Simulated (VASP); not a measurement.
Here is a VASP 6.6.1 calculation.

The input INCAR:

```
ALGO = Normal ; EDIFF = 1E-7
ENCUT = 520 ; GGA = PS
ISIF = 2 ; ISMEAR = 0
LASPH = True ; LCHARG = False
LREAL = False ; LWAVE = False
NBANDS = 22 ; NELM = 60
PREC = Accurate ; SIGMA = 0.02
```

Contents of KPOINTS:

```
k-points
0
Gamma
  8 8 4
```

POSCAR

```
Br
1.0
    3.0662240756     -2.1917809084      0.0000000000
    3.0662240756      2.1917809084      0.0000000000
    0.0000000000      0.0000000000      8.6699573353
Br
4
Direct
    0.8347499163      0.1652500837      0.1239746283
    0.6652500837      0.3347499163      0.6239746283
    0.1652500837      0.8347499163      0.8760253717
    0.3347499163      0.6652500837      0.3760253717
```

Potentials or basis: VASP PAW PBE potentials, release 64 (Br).

Launch:

```sh
$ cat potpaw_PBE.64/Br/POTCAR > POTCAR
$ mpirun -np 1 vasp_std > vasp.out
```

Problem. Predict the pressure.

Solution. -3.6 GPa.

Problem. Estimate the largest force.

Solution. 0.969 eV/Å.

Problem. Predict the band gap on the k mesh.

Solution. 0.71 eV (least direct gap 1.05 eV).

Stress tensor (GPa, compression positive):
```
 2.60  0.00  0.00
 0.00 -5.10  0.00
 0.00  0.00 -8.30
```

Caveat: the cell differs from its parent crystal (I replaced by Br, lengths x 0.918, strained); the stress differs along the axes, from -8 to 3 GPa; semilocal functionals underestimate gaps, and a narrow one can read as zero; this functional lacks dispersion, which holds the molecules together, so the pressure and a relaxed volume are unreliable; the PAW data sets were made with another functional, which shifts forces and pressure a little. A k mesh can miss the band edges.
